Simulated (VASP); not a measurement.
**MgO: single point with r2SCAN**

The system is MgO.

```
Mg O
1.0
     0.00000    2.13515    2.13515
     2.13515    0.00000    2.13515
     2.13515    2.13515    0.00000
Mg O
1 1
Direct
  0.00000 0.00000 0.00000
  0.49122 0.49122 0.50878
```

This cell differs from its parent crystal: all O atoms moved +0.037 Å, as atom 2 towards its neighbour atom 1 (Mg) at 2.135 Å.

```json
{
  "Program": "VASP 6.6.1",
  "Task": "single point",
  "Functional": "r2SCAN",
  "Potentials or basis": "VASP PAW PBE potentials, release 64 (Mg_sv, O)",
  "Cutoff": "750 eV",
  "k mesh": "10 × 10 × 10",
  "Occupations": "gaussian, width 0.05 eV",
  "Spin": "no spin polarisation",
  "Dipole correction": "no",
  "Mended": "yes",
  "Further INCAR settings": "ALGO = Normal; EDIFF = 1e-06; NBANDS = 15"
}
```

| Quantity | Value |
| --- | --- |
| Pressure | -6.9 GPa |
| Largest force | 0.174 eV/Å |
| Band gap on the k mesh | 5.24 eV |

Forces on the atoms (eV/Å):
```
Mg   0.000  0.000 -0.174
O    0.000  0.000  0.174
```

Stress tensor (GPa, compression positive):
```
-7.07  0.00  0.00
 0.00 -7.07  0.00
 0.00  0.00 -6.64
```

Levels at points of the mesh, in eV from the valence-band top:
```
           k point  band 6  band 7  band 8  band 9  band 10  band 11
(0.00, 0.00, 0.00)    0.00    0.00    0.00    5.24    16.62    16.62
(0.50, 0.00, 0.00)   -4.42   -0.63   -0.63    8.56    13.35    17.08
(0.50, 0.50, 0.00)   -3.91   -1.31   -1.31    9.98    10.70    13.86
(0.00, 0.50, 0.50)   -3.91   -1.31   -1.31    9.98    10.70    13.86
```

Run time: 3.2 min on 1 thread of Intel(R) Xeon(R) Platinum 8488C (Sapphire Rapids), on a shared host, peak memory 0.19 GiB.

Caveat: the cell differs from its parent crystal (all O atoms moved +0.037 Å, as atom 2 towards its neighbour atom 1 (Mg) at 2.135 Å); the cell stands under tension; the PAW data sets were made with another functional, which shifts forces and pressure a little.
